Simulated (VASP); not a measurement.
# C18N in VASP: a series of runs

C18N is run at these levels: PBE; tasks: single point.

Program: VASP 6.6.1. These are calculated values, not measurements. Logs are shortened: lines on timing, memory, paths and dates and some standing lists are left out, and cuts for length are marked.

## Step 1: The cell of the first run

The cell holds a slab with vacuum, 19 atoms: a = 7.398 Å, b = 7.398 Å, c = 12.000 Å, α = 90.00°, β = 90.00°, γ = 120.00°.

## Step 2: Single point, PBE, collinear spin, ferromagnetic start

The input, INCAR:

```
SYSTEM = C18N
ALGO = Normal ; EDIFF = 1E-6
ENCUT = 520 ; GGA = PE
ISIF = 2 ; ISMEAR = 0
ISPIN = 2 ; LASPH = .TRUE.
LCHARG = .FALSE. ; LORBIT = 11
LREAL = Auto ; LWAVE = .FALSE.
MAGMOM = 0 0 0 0 0 0 0 0 0 0 0 0 0 0 0 0 0 0 0.28 ; NBANDS = 58
NELM = 150 ; PREC = Accurate
SIGMA = 0.05
```

The input, KPOINTS:

```
k-points
0
G
  2 2 1
  0 0 0
```

The input, POSCAR:

```
C18N
1.0
    7.3980000000      0.0000000000      0.0000000000
   -3.6990000000      6.4068560000      0.0000000000
    0.0000000000      0.0000000000     12.0000000000
C N
18 1
Direct
   -0.0051089967     -0.0036016105      0.0776192500
    0.2161324853      0.1078594556      0.0786263333
   -0.0048430587      0.3296282919      0.0762866667
    0.2175282579      0.4408845774      0.0795899167
   -0.0038919033      0.6658542037      0.0808591667
    0.2187304030      0.7770455587      0.0792235000
    0.3289915816     -0.0025753661      0.0802220000
    0.5523483041      0.1079061243      0.0782720000
    0.3222442148      0.3272656667      0.0820531667
    0.5472716060      0.4337529984      0.1068252500
    0.3301920975      0.6659297478      0.0804545000
    0.5492897500      0.7756159964      0.0833280833
    0.6621351231     -0.0035602486      0.0771534167
    0.8848072868      0.1089938653      0.0766308333
    0.6656648446      0.3271855962      0.0820025000
    0.8838732837      0.4407584625      0.0795830833
    0.6621477129      0.6643238119      0.0993172500
    0.8866443283      0.7755376428      0.0840022500
    0.5752637755      0.4958500706      0.2229501667
```

Potentials or basis: VASP PAW PBE potentials, release 64 (C, N).

The run is started by

```console
> cat potpaw_PBE.64/C/POTCAR potpaw_PBE.64/N/POTCAR > POTCAR
> mpirun -np 1 vasp_std > vasp.out
```

OUTCAR:

```text
SYSTEM = C18N
   EDIFF = 1E-6
   ENCUT = 520
   GGA = PE
   ISIF = 2
   ISMEAR = 0
   ISPIN = 2
   LASPH = .TRUE.
   LORBIT = 11
   LREAL = Auto
   NELM = 150
   PREC = Accurate

 ion  position               nearest neighbor table
   1  0.995  0.996  0.078-  18 1.42   2 1.42  14 1.43
   2  0.216  0.108  0.079-   9 1.41   1 1.42   7 1.43
   3  0.995  0.330  0.076-  14 1.41   4 1.43  16 1.43
   4  0.218  0.441  0.080-   9 1.40   3 1.43  11 1.44
   5  0.996  0.666  0.081-  18 1.40   6 1.43  16 1.44
   6  0.219  0.777  0.079-   7 1.41  11 1.43   5 1.43
   7  0.329  0.997  0.080-   6 1.41   2 1.43   8 1.43
   8  0.552  0.108  0.078-  15 1.41  13 1.42   7 1.43
   9  0.322  0.327  0.082-   4 1.40   2 1.41  10 1.47
  10  0.547  0.434  0.107-  19 1.45  15 1.47   9 1.47  17 1.48
  11  0.330  0.666  0.080-  12 1.40   6 1.43   4 1.44
  12  0.549  0.776  0.083-  11 1.40  13 1.42  17 1.45
  13  0.662  0.996  0.077-  12 1.42   8 1.42  14 1.43
  14  0.885  0.109  0.077-   3 1.41  13 1.43   1 1.43
  15  0.666  0.327  0.082-  16 1.40   8 1.41  10 1.47
  16  0.884  0.441  0.080-  15 1.40   3 1.43   5 1.44
  17  0.662  0.664  0.099-  12 1.45  18 1.45  10 1.48  19 1.83
  18  0.887  0.776  0.084-   5 1.40   1 1.42  17 1.45
  19  0.575  0.496  0.223-  10 1.45  17 1.83

  LATTYP: Found a hexagonal cell.
 ALAT       =     7.3980000000
 C/A-ratio  =     1.6220600162

  Lattice vectors:

 A1 = (   7.3980000000,   0.0000000000,   0.0000000000)
 A2 = (  -3.6990000000,   6.4068560000,   0.0000000000)
 A3 = (   0.0000000000,   0.0000000000,  12.0000000000)

Analysis of symmetry for initial positions (statically):
=====================================================================
 Subroutine PRICEL returns:
 Original cell was already a primitive cell.

 Routine SETGRP: Setting up the symmetry group for a
 hexagonal supercell.

 Subroutine GETGRP returns: Found  1 space group operations
 (whereof  1 operations were pure point group operations)
 out of a pool of 24 trial point group operations.

The static configuration has the point symmetry C_1 .

Analysis of symmetry for dynamics (positions and initial velocities):
=====================================================================
 Subroutine PRICEL returns:
 Original cell was already a primitive cell.

 Routine SETGRP: Setting up the symmetry group for a
 hexagonal supercell.

 Subroutine GETGRP returns: Found  1 space group operations
[... 170 lines left out ...]

 Free energy of the ion-electron system (eV)
  ---------------------------------------------------
  ext. energy  EPLUGINS =         0.00000000
  ---------------------------------------------------
  free energy    TOTEN  =      -169.27083007 eV

  energy without entropy =     -169.27037926  energy(sigma->0) =     -169.27060466

 E-fermi :  -1.9725     XC(G=0):  -3.7965

 val. band max:       -2.0560217458   @ k =   0.0000   0.0000   0.0000
 cond. band min:      -1.8818696439   @ k =   0.5000   0.0000   0.0000
 fundamental gap:      0.1741521019
 Fermi energy:        -1.9725014837

 spin component 1

 k-point     1 :       0.0000    0.0000    0.0000
  band No.  band energies     occupation
      1     -22.1033      1.00000
      2     -20.5657      1.00000
      3     -19.0223      1.00000
      4     -18.9778      1.00000
      5     -18.9207      1.00000
      6     -18.8849      1.00000
[... 201 lines left out ...]
     49       3.8027      0.00000
     50       4.2261      0.00000
 Fermi energy:        -1.9725014837

 spin component 2

 k-point     1 :       0.0000    0.0000    0.0000
  band No.  band energies     occupation
      1     -21.9272      1.00000
      2     -20.3480      1.00000
      3     -19.0008      1.00000
      4     -18.9654      1.00000
      5     -18.9031      1.00000
      6     -18.8769      1.00000
[... 201 lines left out ...]
     49       3.8285      0.00000
     50       4.2573      0.00000
 [bands above 50 left out]

------------------------ aborting loop because EDIFF is reached ----------------------------------------

  FORCE on cell =-STRESS in cart. coord.  units (eV):
  Direction    XX          YY          ZZ          XY          YZ          ZX
  --------------------------------------------------------------------------------------
  -------------------------------------------------------------------------------------
  Total        5.2403737      3.0828963     -1.0049131     -0.1655274      2.7669981      0.1393150
  in kB       14.7615616      8.6841830     -2.8307306     -0.4662726      7.7943320      0.3924352
  external PRESSURE =       6.8716713 kB  Pullay stress =       0.0000000 kB

 VOLUME and BASIS-vectors are now :
 -----------------------------------------------------------------------------
  energy-cutoff  :      520.00
  volume of cell :      568.78
      direct lattice vectors                 reciprocal lattice vectors
     7.398000000  0.000000000  0.000000000     0.135171668  0.078041398  0.000000000
    -3.699000000  6.406856000  0.000000000     0.000000000  0.156082796  0.000000000
     0.000000000  0.000000000 12.000000000     0.000000000  0.000000000  0.083333333

 POSITION                                       TOTAL-FORCE (eV/Angst)
 -----------------------------------------------------------------------------------
      3.67453      6.38378      0.93143        -0.010572     -0.111815      0.061077
      1.19998      0.69104      0.94352        -0.027650     -0.083133     -0.096636
      6.14288      2.11188      0.91544        -0.004863     -0.082701     -0.002128
     -0.02156      2.82468      0.95508         0.018474     -0.072035     -0.018630
      4.90621      4.26603      0.97031        -0.026074     -0.021617      0.003439
     -1.25612      4.97842      0.95068        -0.003589     -0.015690     -0.054638
[... 11 lines left out ...]
      3.69068      4.96876      1.00803         0.076579     -0.081361      0.249001
      2.42165      3.17684      2.67540         0.083637      1.707963     -0.555389
 -----------------------------------------------------------------------------------
    total drift:                               -0.001552      0.000701      0.016720

  FREE ENERGIE OF THE ION-ELECTRON SYSTEM (eV)
  ---------------------------------------------------
  free  energy   TOTEN  =      -169.2708300660 eV

  energy  without entropy=     -169.2703792562  energy(sigma->0) =     -169.27060466

 total charge

# of ion       s       p       d       tot
------------------------------------------
    1        0.865   1.788   0.000   2.653
    2        0.865   1.797   0.000   2.662
    3        0.864   1.790   0.000   2.653
    4        0.862   1.789   0.000   2.652
    5        0.862   1.786   0.000   2.647
    6        0.863   1.789   0.000   2.652
[... 11 lines left out ...]
   18        0.862   1.788   0.000   2.650
   19        1.341   2.190   0.000   3.531
--------------------------------------------------
tot         16.849  34.340   0.000  51.189

 magnetization (x)

# of ion       s       p       d       tot
------------------------------------------
    1       -0.002  -0.028   0.000  -0.030
    2        0.003   0.047   0.000   0.051
    3       -0.002  -0.019   0.000  -0.021
    4        0.003   0.050   0.000   0.053
    5       -0.003  -0.042   0.000  -0.045
    6        0.002   0.013   0.000   0.015
[... 11 lines left out ...]
   18        0.004   0.050   0.000   0.054
   19        0.015   0.604   0.000   0.619
--------------------------------------------------
tot          0.025   0.651   0.000   0.677
```

Wall time 18 min (1 thread of Intel Xeon 8259CL, shared host); peak memory 0.87 GiB.

What came out:

```yaml
Free_energy: -169.2708 eV
Largest_force: 1.798 eV/Å
Band_gap_on_the_k_mesh: 0.17 eV (least direct gap 0.26 eV)
Net_moment: 1.00 μB per cell
Site_moments: C -0.03, +0.05, -0.02, -0.04, +0.01, -0.00, -0.05, +0.06, +0.03 (each value once); N +0.62 μB
Valence_electrons_inside_the_program's_atomic_spheres: C 2.65, 2.66, 2.57 (each value once); N 3.53
```

Forces on the atoms (eV/Å):
```
C   -0.011 -0.112  0.061
C   -0.028 -0.083 -0.097
C   -0.005 -0.083 -0.002
C    0.018 -0.072 -0.019
C   -0.026 -0.022  0.003
C   -0.004 -0.016 -0.055
C    0.002 -0.044 -0.034
C    0.019 -0.084 -0.091
C   -0.044 -0.104 -0.173
C   -0.018 -0.382 -0.382
C    0.018 -0.018 -0.004
C   -0.090 -0.078  0.231
C    0.004 -0.108  0.052
C   -0.003 -0.052  0.040
C    0.034 -0.097 -0.140
C   -0.019 -0.066 -0.010
C   -0.010 -0.206  0.925
C    0.077 -0.081  0.249
N    0.084  1.708 -0.555
```

Caveat: the k points lie up to 0.49 Å⁻¹ apart; there is no dipole correction, which matters where the two faces differ.

## Step 3: Single point, PBE, collinear spin, ferromagnetic start

The input, INCAR:

```
SYSTEM = C18N
ALGO = Normal ; EDIFF = 1E-6
ENCUT = 520 ; GGA = PE
ISIF = 2 ; ISMEAR = 0
ISPIN = 2 ; LASPH = .True.
LCHARG = .True. ; LELF = .True.
LORBIT = 11 ; LREAL = Auto
LVHAR = .True. ; LWAVE = .False.
MAGMOM = 0 0 0 0 0 0 0 0 0 0 0 0 0 0 0 0 0 0 0.28 ; NBANDS = 58
NELM = 150 ; PREC = Accurate
SIGMA = 0.05
```

The input, KPOINTS:

```
k-points
0
Gamma
  2 2 1
  0 0 0
```

The input, POSCAR:

```
C18N
1.0
    7.3980000000      0.0000000000      0.0000000000
   -3.6990000000      6.4068560000      0.0000000000
    0.0000000000      0.0000000000     12.0000000000
C N
18 1
Direct
   -0.0031758572     -0.0060959697      0.0785037500
    0.2162013171      0.0999992820      0.0820010000
   -0.0031506043      0.3301232305      0.0783070000
    0.2161401348      0.4434324730      0.0819376667
   -0.0020807003      0.6625555499      0.0766202500
    0.2185777553      0.7729073355      0.0763476667
    0.3298028570     -0.0047227533      0.0796259167
    0.5548288186      0.1079623141      0.0805628333
    0.3227731112      0.3250758250      0.1068302500
    0.5532824216      0.4400679522      0.0990022500
    0.3297264282      0.6616780524      0.0796105000
    0.5547860176      0.7739167230      0.0807972500
    0.6659525347     -0.0034831437      0.0792439167
    0.8863776980      0.1067659395      0.0801705833
    0.6645233175      0.3271512580      0.0834810833
    0.8853701160      0.4399110890      0.0772511667
    0.6644832726      0.6644115304      0.0838632500
    0.8853433369      0.7726415265      0.0775182500
    0.3829925792      0.3536904841      0.2233248333
```

Potentials or basis: VASP PAW PBE potentials, release 64 (C, N).

The run is started by

```console
> cat potpaw_PBE.64/C/POTCAR potpaw_PBE.64/N/POTCAR > POTCAR
> mpirun -np 1 vasp_std > vasp.out
```

Run time: 19 min. Hardware: 1 thread of Intel Xeon 8259CL, shared host; peak memory 0.87 GiB.

It converged, with:

```
Free energy                                           : -169.2472 eV
Largest force                                         : 1.762 eV/Å
Band gap on the k mesh                                : 0.19 eV (least direct gap 0.27 eV)
Net moment                                            : 1.00 μB per cell
Site moments                                          : C +0.05, -0.03, +0.03, -0.02, -0.05, -0.00, -0.04, +0.02, +0.06 (each value once); N +0.63 μB
Valence electrons inside the program's atomic spheres : C 2.66, 2.65, 2.57 (each value once); N 3.53
```

Forces on the atoms (eV/Å):
```
C   -0.061 -0.056 -0.093
C   -0.067 -0.086 -0.166
C   -0.087 -0.026 -0.094
C   -0.101 -0.013 -0.148
C   -0.049 -0.020  0.042
C   -0.071 -0.047 -0.009
C   -0.074 -0.017 -0.017
C   -0.024  0.017  0.006
C   -0.309 -0.201 -0.373
C   -0.186 -0.106  0.893
C   -0.049 -0.058 -0.013
C   -0.004 -0.034  0.002
C   -0.004 -0.007 -0.054
C   -0.040 -0.014 -0.029
C   -0.026 -0.127  0.230
C   -0.085 -0.055  0.054
C   -0.116  0.031  0.234
C   -0.085 -0.054  0.059
N    1.438  0.872 -0.527
```

Levels at points of the mesh, in eV from the valence-band top:
Spin up:
```tsv
k point	band 37	band 38	band 39	band 40	band 41	band 42
(0.00, 0.00, 0.00)	-1.84	-0.92	0.00	0.32	1.15	2.66
(0.50, 0.00, 0.00)	-2.36	-1.70	-0.56	0.40	2.24	2.61
(0.00, 0.50, 0.00)	-2.32	-1.70	-0.98	0.93	2.18	2.63
(0.50, 0.50, 0.00)	-2.31	-1.71	-0.98	0.93	2.18	2.63
```
Spin down:
| k point | band 35 | band 36 | band 37 | band 38 | band 39 | band 40 | band 41 | band 42 |
| --- | --- | --- | --- | --- | --- | --- | --- | --- |
| (0.00, 0.00, 0.00) | -2.95 | -2.11 | -0.76 | -0.20 | 0.27 | 0.63 | 1.34 | 2.78 |
| (0.50, 0.00, 0.00) | -2.53 | -2.50 | -2.35 | -0.32 | 0.30 | 0.53 | 2.26 | 2.65 |
| (0.00, 0.50, 0.00) | -2.59 | -2.47 | -2.30 | -0.75 | 0.19 | 1.12 | 2.31 | 2.68 |
| (0.50, 0.50, 0.00) | -2.59 | -2.47 | -2.29 | -0.75 | 0.20 | 1.12 | 2.31 | 2.68 |

Caveat: the k points lie up to 0.49 Å⁻¹ apart; there is no dipole correction, which matters where the two faces differ.
